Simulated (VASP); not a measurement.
Here is a VASP 6.6.1 calculation.

INCAR

```
PREC = Accurate ; ENCUT = 600
EDIFF = 1E-6 ; ISMEAR = -1
SIGMA = 0.1 ; LREAL = False
LASPH = True ; NELM = 60
ALGO = Normal ; ISIF = 3
LWAVE = False ; LCHARG = False
IBRION = 2 ; NSW = 60
EDIFFG = -0.005
```

File KPOINTS:

```
regular mesh
0
Gamma
  12 12 12
```

The input POSCAR:

```
PW
1.0
    0.0000000000      2.8500603755      2.8500603755
    2.8500603755      0.0000000000      2.8500603755
    2.8500603755      2.8500603755      0.0000000000
W P
1 1
Direct
    0.0000000000      0.0000000000      0.0000000000
    0.2500000000      0.2500000000      0.2500000000
```

Potentials or basis: VASP PAW LDA potentials, release 64 (W_sv, P).

Command:

```bash
$ cat potpaw_LDA.64/W_sv/POTCAR potpaw_LDA.64/P/POTCAR > POTCAR
$ mpirun -np 1 vasp_std > vasp.out
```

**Question.** Estimate the space group after relaxing (to 0.05 Å).

**Answer.** F-43m (No. 216).

**Question.** What does it give for the relaxed cell?

**Answer.** a = 3.781 Å, b = 3.781 Å, c = 3.781 Å, α = 60.00°, β = 60.00°, γ = 60.00°.

Final structure:
```
CELL_PARAMETERS angstrom
0.00000 2.67337 2.67337
2.67337 0.00000 2.67337
2.67337 2.67337 0.00000
ATOMIC_POSITIONS crystal
W 0.00000 0.00000 0.00000
P 0.25000 0.25000 0.25000
```
